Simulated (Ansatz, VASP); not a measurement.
**B4MoRu in VASP and in Ansatz**

```
B Mo Ru
1.0
     0.00000    3.52838    3.52838
     3.52838    0.00000    3.52838
     3.52838    3.52838    0.00000
B Mo Ru
4 1 1
Direct
  0.91479 0.25563 0.91479
  0.91479 0.91479 0.91479
  0.25563 0.91479 0.91479
  0.91479 0.91479 0.25563
  0.75000 0.75000 0.75000
  0.50000 0.50000 0.50000
```

Alike in both runs: functional PBE; k mesh 10 × 10 × 10; occupations gaussian, width 0.1 eV; collinear spin.

Ansatz relaxed the structure, and its values are those at the end. VASP's run is a single point on that final structure, the one shown.

```csv
,VASP,Ansatz
version,VASP 6.6.1,Ansatz 0.2.0
potentials or method,"VASP PAW PBE potentials, release 64 (B, Mo_sv, Ru_pv), cutoff 520 eV","scalar-relativistic, plane waves, PAW"
valence electrons in the cell,40,42
```

VASP gave:

- gap on the k mesh at the Fermi level (eV): none
- pressure (GPa): 0.1
- net moment per atom (μB): 0.40
- size of the moment on the site where the two differ most (μB): 0.14

Problem. What did Ansatz give for the same quantities?

Solution. gap on the k mesh at the Fermi level (eV): none; pressure (GPa): 0.0; net moment per atom (μB): 0.40; size of the moment on the site where the two differ most (μB): 0.09.

Site moments also hang on the region over which each program counts them. A gap of «none» marks a metal or a gap that the smearing closes. VASP's potentials hold 40 valence electrons a cell and Ansatz's 42, so a difference there can come from the potentials and not from the codes.
